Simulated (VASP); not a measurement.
Re: electric field gradients with LDA

The system is Re.

```
Re
1.0
     0.00000    1.98156    1.98156
     1.98156    0.00000    1.98156
     1.98156    1.98156    0.00000
Re
1
Direct
  0.00000 0.00000 0.00000
```

This cell differs from its parent crystal: volume scaled by 1.01.

| Item | Value |
| --- | --- |
| Program | VASP 6.6.1 |
| Task | electric field gradients |
| Functional | LDA |
| Potentials or basis | VASP PAW LDA potentials, release 64 (Re) |
| Cutoff | 520 eV |
| k mesh | 14 × 14 × 14 |
| Occupations | fermi-dirac, width 0.03 eV |
| Spin | no spin polarisation |
| Dipole correction | no |
| Further INCAR settings | ALGO = Normal; EDIFF = 1e-08; NBANDS = 10 |

* Pressure: -26.1 GPa

Levels at points of the mesh, in eV from the Fermi level:
```csv
k point,band 2,band 3,band 4,band 5,band 6,band 7
"(0.00, 0.00, 0.00)",-1.76,-1.76,-1.76,1.15,1.15,13.95
"(0.50, 0.00, 0.00)",-1.95,-1.95,0.29,3.51,3.51,9.21
"(0.50, 0.50, 0.00)",-5.49,2.71,3.45,4.20,4.20,11.91
```

Wall time 6 s on 1 thread of Intel(R) Xeon(R) 6975P-C (Granite Rapids), on a shared host, peak memory 0.14 GiB.

Caveat: without QUAD_EFG the Cq values of the log hold for a quadrupole moment of 1 mb, not for the nuclei; spin-orbit coupling is left out, which moves the levels of the heavy elements.
